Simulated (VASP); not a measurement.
# AlN (F-43m) in VASP: vibrations by perturbation theory with PBEsol

Aim: the vibrations by perturbation theory of AlN with PBEsol.

All numbers are computed with VASP 6.6.1; they aren't measurements. Logs are shortened: lines on timing, memory, paths and dates and some standing lists are left out, and cuts for length are marked.

## 1. The cell of the first run

The structure is cubic, space group F-43m (No. 216). Conventional cell: a = 4.377 Å, b = 4.377 Å, c = 4.377 Å, α = 90.00°, β = 90.00°, γ = 90.00°. Within 2.5 Å of Al (site symmetry -43m) lie 4 N at 1.90 Å. N (site symmetry -43m) has 4 Al at 1.90 Å within 2.5 Å.

## 2. Vibrations by perturbation theory, PBEsol

Input file INCAR:

```
PREC = Accurate
ENCUT = 520
EDIFF = 1E-8
ISMEAR = 0
SIGMA = 0.01
LREAL = False
LASPH = True
NELM = 60
ALGO = Normal
ISIF = 2
LWAVE = False
LCHARG = False
GGA = PS
IBRION = 8
NSW = 1
```

Input file KPOINTS:

```
Automatic mesh
0
Gamma
  8 8 8
```

Input file POSCAR:

```
AlN
1.0
    0.0000000000      2.1886778406      2.1886778406
    2.1886778406      0.0000000000      2.1886778406
    2.1886778406      2.1886778406      0.0000000000
Al N
1 1
Direct
    0.0000000000      0.0000000000      0.0000000000
    0.2500000000      0.2500000000      0.2500000000
```

Potentials or basis: VASP PAW PBE potentials, release 64 (Al, N).

Command:

```
$ cat potpaw_PBE.64/Al/POTCAR potpaw_PBE.64/N/POTCAR > POTCAR
$ mpirun -np 1 vasp_std > vasp.out
```

OUTCAR:

```text
PREC = Accurate
   ENCUT = 520
   EDIFF = 1E-8
   ISMEAR = 0
   LREAL = False
   LASPH = True
   NELM = 60
   ISIF = 2
   GGA = PS
   IBRION = 8
   NSW = 1

 ion  position               nearest neighbor table
   1  0.000  0.000  0.000-   2 1.90   2 1.90   2 1.90   2 1.90
   2  0.250  0.250  0.250-   1 1.90   1 1.90   1 1.90   1 1.90

  LATTYP: Found a face centered cubic cell.
 ALAT       =     4.3773556812

  Lattice vectors:

 A1 = (   0.0000000000,   2.1886778406,   2.1886778406)
 A2 = (   2.1886778406,   0.0000000000,   2.1886778406)
 A3 = (   2.1886778406,   2.1886778406,   0.0000000000)

Analysis of symmetry for initial positions (statically):
=====================================================================
 Subroutine PRICEL returns:
 Original cell was already a primitive cell.

 Routine SETGRP: Setting up the symmetry group for a
 face centered cubic supercell.

 Subroutine GETGRP returns: Found 24 space group operations
 (whereof 24 operations were pure point group operations)
 out of a pool of 48 trial point group operations.

The static configuration has the point symmetry T_d .

Analysis of symmetry for dynamics (positions and initial velocities):
=====================================================================
 Subroutine PRICEL returns:
 Original cell was already a primitive cell.

 Routine SETGRP: Setting up the symmetry group for a
 face centered cubic supercell.

 Subroutine GETGRP returns: Found 24 space group operations
 (whereof 24 operations were pure point group operations)
 out of a pool of 48 trial point group operations.

The dynamic configuration has the point symmetry T_d .

 Subroutine INISYM returns: Found 24 space group operations
 (whereof 24 operations are pure point group operations),
 and found     1 'primitive' translations

----------------------------------------------------------------------------------------

                                     Primitive cell

  volume of cell :      20.9689

  direct lattice vectors                    reciprocal lattice vectors
     0.000000000  2.188677841  2.188677841    -0.228448422  0.228448422  0.228448422
     2.188677841  0.000000000  2.188677841     0.228448422 -0.228448422  0.228448422
     2.188677841  2.188677841  0.000000000     0.228448422  0.228448422 -0.228448422

  length of vectors
     3.095257886  3.095257886  3.095257886     0.395684275  0.395684275  0.395684275

  position of ions in fractional coordinates (direct lattice)
     0.000000000  0.000000000  0.000000000
     0.250000000  0.250000000  0.250000000

  ion indices of the primitive-cell ions
   primitive index   ion index
                 1           1
                 2           2

----------------------------------------------------------------------------------------

 KPOINTS: Automatic mesh

Automatic generation of k-mesh.
 Grid dimensions read from file:
 generate k-points for:    8    8    8

 Generating k-lattice:

  Cartesian coordinates                     Fractional coordinates (reciprocal lattice)
    -0.028556053  0.028556053  0.028556053     0.125000000  0.000000000  0.000000000
     0.028556053 -0.028556053  0.028556053     0.000000000  0.125000000  0.000000000
     0.028556053  0.028556053 -0.028556053     0.000000000  0.000000000  0.125000000

  Length of vectors
     0.049460534  0.049460534  0.049460534

  Shift w.r.t. Gamma in fractional coordinates (k-lattice)
     0.000000000  0.000000000  0.000000000

 Subroutine IBZKPT returns following result:
 ===========================================

 Found     29 irreducible k-points:

 Following reciprocal coordinates:
            Coordinates               Weight
  0.000000  0.000000  0.000000      1.000000
  0.125000  0.000000  0.000000      8.000000
  0.250000  0.000000  0.000000      8.000000
  0.375000  0.000000  0.000000      8.000000
  0.500000  0.000000  0.000000      4.000000
  0.125000  0.125000  0.000000      6.000000
[... 16 lines left out ...]
  0.500000  0.250000  0.125000     48.000000
 -0.375000  0.250000  0.125000     24.000000
 [... further k-points ...]
   k-points           NKPTS =     29   k-points in BZ     NKDIM =     29   number of bands    NBANDS=      8
   number of dos      NEDOS =    301   number of ions     NIONS =      2
   total plane-waves  NPLWV =  13824
   dimension x,y,z NGX =    24 NGY =   24 NGZ =   24
   dimension x,y,z NGXF=    48 NGYF=   48 NGZF=   48
   ions per type =               1   1
   NGX,Y,Z   is equivalent  to a cutoff of  12.89, 12.89, 12.89 a.u.
   NGXF,Y,Z  is equivalent  to a cutoff of  25.78, 25.78, 25.78 a.u.
 SYSTEM =  unknown system
   PREC   = accura    normal or accurate (medium, high low for compatibility)
   ISTART =      0    job   : 0-new  1-cont  2-samecut
   ICHARG =      2    charge: 1-file 2-atom 10-const
   ISPIN  =      1    spin polarized calculation?
   LNONCOLLINEAR =      F non collinear calculations
   LSORBIT =      F    spin-orbit coupling
   LASPH  =      T    aspherical Exc in radial PAW
   ENCUT  =  520.0 eV  38.22 Ry    6.18 a.u.   5.76  5.76  5.76*2*pi/ulx,y,z
   NELM   =     60;   NELMIN=  2; NELMDL= -5     # of ELM steps
   EDIFF  = 0.1E-07   stopping-criterion for ELM
   LREAL  =      F    real-space projection
   EDIFFG = 0.1E-06   stopping-criterion for IOM
   NSW    =      1    number of steps for IOM
   IBRION =      8    ionic relax: 0-MD 1-quasi-New 2-CG
   NFREE  =      0    steps in history (QN), initial steepest desc. (CG)
   ISIF   =      2    stress and relaxation
   ISYM   =      2    0-nonsym 1-usesym 2-fastsym
   POTIM  = 0.5000    time-step for ionic-motion
   TEBEG  =    0.0;   TEEND  =   0.0 temperature during run
   PSTRESS=    0.0 pullay stress
   NELECT =       8.0000    total number of electrons
   NUPDOWN=      -1.0000    fix difference up-down
   EMIN   =  10.00;   EMAX   =-10.00  energy-range for DOS
   EFERMI =   0.00;   METHOD = LEGACY
   ISMEAR =     0;   SIGMA  =   0.01  broadening in eV -4-tet -1-fermi 0-gaus
   EFERMI_NEDOS =   21; number of points for ismear=-14 and -15
   IALGO  =     38    algorithm
   IMIX   =      4    mixing-type and parameters
     AMIX     =   0.40;   BMIX     =  1.00
     AMIX_MAG =   1.60;   BMIX_MAG =  1.00
  volume/ion in A,a.u.               =      10.48        70.75
  Fermi-wavevector in a.u.,A,eV,Ry     =   1.187352  2.243771 19.181573  1.409806
  Thomas-Fermi vector in A             =   2.323506
   LORBIT       =      0    0 simple, 1 ext, 2 COOP (PROOUT), +10 PAW based schemes
   GGA     = PS    functional components
   LHFCALC =     F    Hartree Fock is set to
   AEXX    =    0.0000 exact exchange contribution
   IVDW    =     0    specifies the selected vdW correction
   LEPSILON=     F    determine dielectric tensor
   LRPA    =     F    only Hartree local field effects (RPA)
 non-spin polarized calculation
 Gauss-broadening in eV      SIGMA  =   0.01
  energy-cutoff  :      520.00
  volume of cell :       20.97
 maximum number of plane-waves:       588
   NGX = 11   NGY = 11   NGZ = 11

--------------------------------------- Ionic step        1  -------------------------------------------

 number of electron       8.0000000 magnetization

 Free energy of the ion-electron system (eV)
  ---------------------------------------------------
  ext. energy  EPLUGINS =         0.00000000
  ---------------------------------------------------
  free energy    TOTEN  =       -15.61122768 eV

  energy without entropy =      -15.61122768  energy(sigma->0) =      -15.61122768

 E-fermi :   5.9352     XC(G=0): -11.1010

 val. band max:        5.8177421384   @ k =   0.0000   0.0000   0.0000
 cond. band min:       9.0015525289   @ k =   0.5000   0.5000   0.0000
 fundamental gap:      3.1838103906
 Fermi energy:         5.9352363961

 k-point     1 :       0.0000    0.0000    0.0000
  band No.  band energies     occupation
      1      -9.1030      2.00000
      2       5.8177      2.00000
      3       5.8177      2.00000
      4       5.8177      2.00000
      5       9.8940      0.00000
      6      18.2236      0.00000
      7      18.2236      0.00000
      8      18.2236      0.00000
[... 243 lines left out ...]
 k-point    24 :      -0.3750    0.2500    0.1250
  band No.  band energies     occupation
      1      -6.7160      2.00000
      2       0.6478      2.00000
      3       3.5796      2.00000
      4       4.6928      2.00000
      5      12.7874      0.00000
      6      14.9165      0.00000
      7      17.8323      0.00000
      8      18.3511      0.00000

 [... further k-points ...]

------------------------ aborting loop because EDIFF is reached ----------------------------------------

  FORCE on cell =-STRESS in cart. coord.  units (eV):
  Direction    XX          YY          ZZ          XY          YZ          ZX
  --------------------------------------------------------------------------------------
  -------------------------------------------------------------------------------------
  Total        0.0031237      0.0031237      0.0031237      0.0000000      0.0000000      0.0000000
  in kB        0.2386717      0.2386717      0.2386717      0.0000000      0.0000000      0.0000000
  external PRESSURE =       0.2386717 kB  Pullay stress =       0.0000000 kB

 VOLUME and BASIS-vectors are now :
 -----------------------------------------------------------------------------
  energy-cutoff  :      520.00
  volume of cell :       20.97
      direct lattice vectors                 reciprocal lattice vectors
     0.000000000  2.188677841  2.188677841    -0.228448422  0.228448422  0.228448422
     2.188677841  0.000000000  2.188677841     0.228448422 -0.228448422  0.228448422
     2.188677841  2.188677841  0.000000000     0.228448422  0.228448422 -0.228448422

 POSITION                                       TOTAL-FORCE (eV/Angst)
 -----------------------------------------------------------------------------------
      0.00000      0.00000      0.00000        -0.000000     -0.000000     -0.000000
      1.09434      1.09434      1.09434         0.000000      0.000000      0.000000
 -----------------------------------------------------------------------------------
    total drift:                                0.000000      0.000000      0.000000

  FREE ENERGIE OF THE ION-ELECTRON SYSTEM (eV)
  ---------------------------------------------------
  free  energy   TOTEN  =       -15.6112276821 eV

  energy  without entropy=      -15.6112276821  energy(sigma->0) =      -15.61122768

[... ionic steps 2 to 3 ...]

--------------------------------------- Ionic step        4  -------------------------------------------

------------------------ aborting loop because EDIFF is reached ----------------------------------------

[... ionic steps 5 to 6 ...]

--------------------------------------- Ionic step        7  -------------------------------------------

 Free energy of the ion-electron system (eV)
  ---------------------------------------------------
  ---------------------------------------------------
  free energy    TOTEN  =        -0.23708723 eV

  energy without entropy =       -0.23708723

------------------------ aborting loop because EDIFF is reached ----------------------------------------

 INTERNAL STRAIN TENSOR  FOR ION    2  DIRECTION 1   (eV/Angst):
 -----------------------------------------------------------------------------
    -0.00967  0.00000  0.00000
     0.00000  0.00526 -9.00793
     0.00000 -9.00793  0.00526

 INTERNAL STRAIN TENSOR FOR ION    2 for displacements in x,y,z  (eV/Angst):
          X           Y           Z          XY          YZ          ZX
  --------------------------------------------------------------------------------
  x     0.00000     0.00000     0.00000     0.00000    -9.00793     0.00000
  y     0.00000     0.00000     0.00000     0.00000     0.00000    -9.00793
  z     0.00000     0.00000     0.00000    -9.00793     0.00000     0.00000

 SECOND DERIVATIVES (NOT SYMMETRIZED)
 ------------------------------------
               1X          1Y          1Z          2X          2Y          2Z
  1X   -14.402751    0.000000    0.000000   14.402751    0.000000    0.000000
  1Y     0.000000  -14.402751    0.000000    0.000000   14.402751    0.000000
  1Z     0.000000    0.000000  -14.402751    0.000000    0.000000   14.402751
  2X    14.401486    0.000000    0.000000  -14.401486    0.000000    0.000000
  2Y     0.000000   14.401486    0.000000    0.000000  -14.401486    0.000000
  2Z     0.000000    0.000000   14.401486    0.000000    0.000000  -14.401486

 Eigenvectors and eigenvalues of the dynamical matrix
 ----------------------------------------------------

   1 f  =   19.541096 THz   122.780329 2PiTHz  651.820809 cm-1    80.815444 meV
             X         Y         Z           dx          dy          dz
      0.000000  0.000000  0.000000     0.000000    0.584515    0.000000
      1.094339  1.094339  1.094339     0.000000   -0.811383    0.000000
[... 21 lines left out ...]
   6 f/i=    0.000407 THz     0.002557 2PiTHz    0.013574 cm-1     0.001683 meV
             X         Y         Z           dx          dy          dz
      0.000000  0.000000  0.000000     0.000000    0.000000    0.811383
      1.094339  1.094339  1.094339     0.000000    0.000000    0.584515

--------------------------------------------------------------------------------------------------------

 ELASTIC MODULI CONTR FROM IONIC RELAXATION (kBar)
 Direction    XX          YY          ZZ          XY          YZ          ZX
 --------------------------------------------------------------------------------
 XX          -0.0000      0.0000     -0.0000      0.0000      0.0000      0.0000
 YY           0.0000     -0.0000     -0.0000     -0.0000     -0.0000      0.0000
 ZZ          -0.0000     -0.0000     -0.0000      0.0000      0.0000      0.0000
 XY           0.0000     -0.0000      0.0000   -403.6015     -0.0000     -0.0000
 YZ           0.0000     -0.0000      0.0000     -0.0000   -403.6015      0.0000
 ZX           0.0000      0.0000      0.0000     -0.0000      0.0000   -403.6015
 --------------------------------------------------------------------------------
```

Run time: 65 s. Hardware: 1 thread of AMD EPYC 7R43 (Zen 3), shared host; peak memory 0.13 GiB.

Results:

* Highest phonon frequency at Γ, LO-TO splitting left out: 652 cm⁻¹

Phonon frequencies in cm⁻¹ (negative: imaginary):
| q point | frequencies |
| --- | --- |
| (0.000, 0.000, 0.000) | 0 0 0 652 652 652 |

Caveat: the PAW data sets were made with another functional, which shifts forces and pressure a little.
